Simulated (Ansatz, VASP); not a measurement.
Ta in VASP and in Ansatz

```
CELL_PARAMETERS angstrom
-1.62349 1.62349 1.62349
1.62349 -1.62349 1.62349
1.62349 1.62349 -1.62349
ATOMIC_POSITIONS crystal
Ta 0.00000 0.00000 0.00000
```

Alike in both runs: functional LDA; k mesh 8 × 8 × 8; occupations gaussian, width 0.1 eV; no spin polarisation.

Ansatz relaxed the structure, and its values are those at the end. VASP's run is a single point on that final structure, the one shown.

```csv
,VASP,Ansatz
version,VASP 6.6.1,Ansatz 0.2.0
potentials or method,"VASP PAW LDA potentials, release 64 (Ta_pv), cutoff 520 eV","scalar-relativistic, plane waves, PAW"
valence electrons in the cell,11,13
```

Ansatz gave:

* gap on the k mesh at the Fermi level (eV): none
* pressure (GPa): 0.0

Task: What did VASP give for the same quantities?

Result: gap on the k mesh at the Fermi level (eV): none; pressure (GPa): 1.0.

Ansatz warns that its potentials were made for another functional, while VASP's fit it. LDA's correlation is that of Perdew and Zunger in VASP and of Perdew and Wang (1992) in Ansatz. A gap of «none» marks a metal or a gap that the smearing closes. VASP's potentials hold 11 valence electrons a cell and Ansatz's 13, so a difference there can come from the potentials and not from the codes.

Neither program's run includes spin-orbit coupling.
